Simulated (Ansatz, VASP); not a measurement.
**One calculation of SiMo3, two programs**

File POSCAR:

```
SiMo3
1.0
    4.8890000000      0.0000000000      0.0000000000
    0.0000000000      4.8890000000      0.0000000000
    0.0000000000      0.0000000000      4.8890000000
Si Mo
2 6
Direct
    0.0000000000      0.0000000000      0.0000000000
    0.5000000000      0.5000000000      0.5000000000
    0.2500000000      0.0000000000      0.5000000000
    0.5000000000      0.7500000000      0.0000000000
    0.7500000000      0.0000000000      0.5000000000
    0.5000000000      0.2500000000      0.0000000000
    0.0000000000      0.5000000000      0.7500000000
    0.0000000000      0.5000000000      0.2500000000
```

INCAR.step1

```
ALGO = Normal
EDIFF = 1E-4
ENCUT = 520
GGA = PE
ISMEAR = -1
LASPH = T
LCHARG = F
LREAL = F
LWAVE = T
NBANDS = 56
NELM = 80
PREC = Accurate
SIGMA = 0.05
```

File INCAR.step2:

```
ALGO = Normal
EDIFF = 1E-8
ENCUT = 520
ISIF = 2
ISMEAR = -1
ISTART = 1
LASPH = T
LCHARG = F
LEFG = T
LMIXTAU = T
LREAL = F
LWAVE = F
METAGGA = R2SCAN
NBANDS = 56
NELM = 80
PREC = Accurate
SIGMA = 0.05
```

File KPOINTS:

```
k-points
0
Gamma
  7 7 7
```

Input for Ansatz:

```yaml
crystal:
  lattice:
    - [4.889, 0.0, 0.0]
    - [0.0, 4.889, 0.0]
    - [0.0, 0.0, 4.889]
  atoms:
    - { symbol: Si, position: [0.0, 0.0, 0.0] }
    - { symbol: Si, position: [0.5, 0.5, 0.5] }
    - { symbol: Mo, position: [0.25, 0.0, 0.5] }
    - { symbol: Mo, position: [0.5, 0.75, 0.0] }
    - { symbol: Mo, position: [0.75, 0.0, 0.5] }
    - { symbol: Mo, position: [0.5, 0.25, 0.0] }
    - { symbol: Mo, position: [0.0, 0.5, 0.75] }
    - { symbol: Mo, position: [0.0, 0.5, 0.25] }
kpoints:
  mp_grid: { grid: [7, 7, 7] }
scf:
  occupations: { method: fermi_dirac, width: 0.05 }
hamiltonian:
  xc: r2scan
  pseudopotentials: { kind: paw }
output:
  forces: true
  stress: true
  populations: true
  efg: { quadrupole_moments_barn: { Mo: -0.022 }, contact_densities: true }
```

Alike in both runs: task electric field gradients; functional r2SCAN; k mesh 7 × 7 × 7; occupations fermi-dirac, width 0.05 eV; no spin polarisation.

|  | VASP | Ansatz |
| --- | --- | --- |
| version | VASP 6.6.1 | Ansatz 0.2.0 |
| potentials or method | VASP PAW PBE potentials, release 64 (Si, Mo_sv) | plane-wave PAW, scalar-relativistic |
| plane-wave cutoff (eV) | 520 | 500 |
| valence electrons in the cell | 92 | 92 |

```csv
,VASP,Ansatz,Ansatz less VASP
pressure (GPa),0.0,-1.0,-0.99
size of Vzz on the site where it differs most (V/Å²),54.5,54.7,+0.21
```

VASP's potentials were made for PBE, not for r2SCAN. With one functional, cell and mesh, what is left measures potentials, basis and numerics.
